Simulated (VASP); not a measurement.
# W: single point with PBEsol

Slab: W, a slab with vacuum.

```
CELL_PARAMETERS angstrom
4.46029 0.00000 0.00000
-2.23015 3.86273 0.00000
0.00000 0.00000 19.64180
ATOMIC_POSITIONS crystal
W 0.83333 0.16667 0.40729
W 0.16667 0.83333 0.45365
W 0.50000 0.50000 0.50000
W 0.83333 0.16667 0.54635
W 0.16667 0.83333 0.59271
```

```
Program             : VASP 6.6.1
Task                : single point
Functional          : PBEsol
Potentials or basis : VASP PAW PBE potentials, release 64 (W_sv)
Cutoff              : 520 eV
k mesh              : 11 × 11 × 1
Occupations         : fermi-dirac, width 0.1 eV
Spin                : no spin polarisation
```

* Largest force: 3.273 eV/Å
* Band gap on the k mesh: 0.14 eV, indirect (least direct gap 0.17 eV)

Forces on the atoms (eV/Å):
```
W    0.000  0.000  3.273
W    0.000  0.000  0.965
W    0.000  0.000  0.000
W    0.000  0.000 -0.965
W    0.000  0.000 -3.273
```

Levels at points of the mesh, in eV from the valence-band top:
```
           k point  band 32  band 33  band 34  band 35  band 36  band 37  band 38  band 39
(0.00, 0.00, 0.00)    -1.38    -1.08    -1.08    -1.07     0.17     1.38     1.40     1.40
```

It took 3.6 min on 1 thread of AMD EPYC 9R45 (Zen 5) (shared host), peak memory 0.5 GiB.

Caveat: the PAW data sets were made with another functional, which shifts forces and pressure a little; spin-orbit coupling is left out, which moves the levels of the heavy elements.
